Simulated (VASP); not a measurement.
# TaSi (P4/mmm) in VASP: further runs, part 2 of 2

VASP 6.6.1.

## 3. Relaxation of cell and atoms, PBEsol

This run uses another cell than the first one, of 15.21 Å³/atom.

INCAR reads:

```
PREC = Accurate
ENCUT = 600
EDIFF = 1E-6
ISMEAR = 0
SIGMA = 0.1
LREAL = F
LASPH = T
NELM = 60
ALGO = Normal
ISIF = 3
LWAVE = F
LCHARG = F
GGA = PS
IBRION = 2
NSW = 80
EDIFFG = -0.01
```

KPOINTS reads:

```
Automatic mesh
0
Gamma
  14 14 12
```

POSCAR reads:

```
TaSi
1.0
    2.9977965436      0.0000000000      0.0000000000
    0.0000000000      2.9977965436      0.0000000000
    0.0000000000      0.0000000000      3.3845429876
Ta Si
1 1
Direct
    0.5000000000      0.5000000000      0.5000000000
    0.0000000000      0.0000000000      0.0000000000
```

Potentials or basis: VASP PAW PBE potentials, release 64 (Ta_pv, Si).

Run with:

```console
$ cat potpaw_PBE.64/Ta_pv/POTCAR potpaw_PBE.64/Si/POTCAR > POTCAR
$ mpirun -np 1 vasp_std > vasp.out
```

OUTCAR:

```text
PREC = Accurate
   ENCUT = 600
   EDIFF = 1E-6
   ISMEAR = 0
   LREAL = F
   LASPH = T
   NELM = 60
   ISIF = 3
   GGA = PS
   IBRION = 2
   NSW = 80
   EDIFFG = -0.01

 ion  position               nearest neighbor table
   1  0.500  0.500  0.500-   2 2.71   2 2.71   2 2.71   2 2.71   2 2.71   2 2.71   2 2.71   2 2.71

   2  0.000  0.000  0.000-   1 2.71   1 2.71   1 2.71   1 2.71   1 2.71   1 2.71   1 2.71   1 2.71

  LATTYP: Found a simple tetragonal cell.
 ALAT       =     2.9977965436
 C/A-ratio  =     1.1290102375

  Lattice vectors:

 A1 = (   2.9977965436,   0.0000000000,   0.0000000000)
 A2 = (   0.0000000000,   2.9977965436,   0.0000000000)
 A3 = (   0.0000000000,   0.0000000000,   3.3845429876)

Analysis of symmetry for initial positions (statically):
=====================================================================
 Subroutine PRICEL returns:
[... 369 lines left out ...]
 fundamental gap:      0.0024813034
 Fermi energy:         8.6437225576

 k-point     1 :       0.0000    0.0000    0.0000
  band No.  band energies     occupation
      1     -25.9395      2.00000
      2     -25.4879      2.00000
      3     -25.4879      2.00000
      4      -3.9188      2.00000
      5       4.7021      2.00000
      6       5.4924      2.00000
      7       7.6365      2.00000
      8      10.8220      0.00000
      9      10.8220      0.00000
     10      12.4528      0.00000
     11      12.4528      0.00000
[... 309 lines left out ...]
 k-point    24 :       0.3571    0.2143    0.0000
  band No.  band energies     occupation
      1     -26.0670      2.00000
      2     -25.8359      2.00000
      3     -25.7214      2.00000
      4      -0.6881      2.00000
      5       3.7148      2.00000
      6       5.7703      2.00000
      7       6.3360      2.00000
      8       8.3938      1.99959
      9       8.8678      0.00153
     10      12.2053      0.00000
     11      12.5970      0.00000

 [... further k-points ...]
[... 5 lines left out ...]
  --------------------------------------------------------------------------------------
  -------------------------------------------------------------------------------------
  Total       -0.0087477     -0.0087477      0.0168426      0.0000000      0.0000000      0.0000000
  in kB       -0.4609193     -0.4609193      0.8874397      0.0000000      0.0000000      0.0000000
  external PRESSURE =      -0.0114663 kB  Pullay stress =       0.0000000 kB
[... 17 lines left out ...]
  FREE ENERGIE OF THE ION-ELECTRON SYSTEM (eV)
  ---------------------------------------------------
  free  energy   TOTEN  =       -18.6631592146 eV

  energy  without entropy=      -18.6556775887  energy(sigma->0) =      -18.65941840

 reached required accuracy - stopping structural energy minimisation
```

It took 3 min on 1 thread of Intel Xeon Platinum 8488C (Sapphire Rapids), shared host; peak memory 0.25 GiB.

What came out:

```yaml
Free_energy: -18.6632 eV
Relaxed_volume: 15.20 Å³/atom
Relaxed_cell: a = 2.899 Å, b = 2.899 Å, c = 3.617 Å, α = 90.00°, β = 90.00°, γ = 90.00°
Space_group_after_relaxing_to_0.1_Å: P4/mmm (No. 123)
Energy_gained_by_relaxing: 14.7 meV/atom
Ionic_steps: 11
Pressure_after_relaxing: 0.0 GPa
Band_gap_on_the_k_mesh: zero (an odd number of electrons rules out a gap without spin polarisation)
```

Step by step:
```tsv
step	energy change (eV)	largest force (eV/Å)	pressure (GPa)	volume (Å³)
1	0.0000	0.0000	0.73	30.42
2	-0.0027	0.0000	-1.25	30.72
3	-0.0028	0.0000	-1.68	30.79
4	-0.0042	0.0000	-1.71	30.78
5	-0.0085	0.0000	-1.84	30.78
6	-0.0196	0.0000	-1.94	30.76
7	-0.0263	0.0000	-1.79	30.66
8	-0.0276	0.0000	-1.89	30.71
9	-0.0288	0.0000	1.16	30.23
10	-0.0295	0.0000	0.03	30.40
11	-0.0295	0.0000	0.00	30.41
```

Final structure:
```cif
data_structure
_symmetry_space_group_name_H-M 'P 1'
_symmetry_Int_Tables_number 1
_cell_length_a 2.8995
_cell_length_b 2.8995
_cell_length_c 3.6169
_cell_angle_alpha 90.000
_cell_angle_beta 90.000
_cell_angle_gamma 90.000
_cell_volume 30.41
loop_
_atom_site_label
_atom_site_type_symbol
_atom_site_fract_x
_atom_site_fract_y
_atom_site_fract_z
_atom_site_occupancy
Ta1 Ta 0.50000 0.50000 0.50000 1
Si1 Si 0.00000 0.00000 0.00000 1
```

Levels at points of the mesh, in eV from the Fermi level:
```
           k point  band 5  band 6  band 7  band 8  band 9  band 10
(0.00, 0.00, 0.00)   -3.94   -3.15   -1.01    2.18    2.18     3.81
(0.50, 0.00, 0.00)   -7.64   -3.79   -2.00    0.11    3.08     4.34
(0.50, 0.50, 0.00)   -3.26   -3.26   -2.71   -1.52   -1.52     2.54
(0.00, 0.00, 0.50)   -8.16   -2.60   -0.10   -0.10    1.17     4.31
(0.50, 0.00, 0.50)   -4.69   -3.66   -3.11    0.81    1.69     2.16
(0.50, 0.50, 0.50)   -5.69   -5.69   -3.94    2.15    3.19     3.64
```

Caveat: the PAW data sets were made with another functional, which shifts forces and pressure a little; spin-orbit coupling is left out, which moves the levels of the heavy elements.
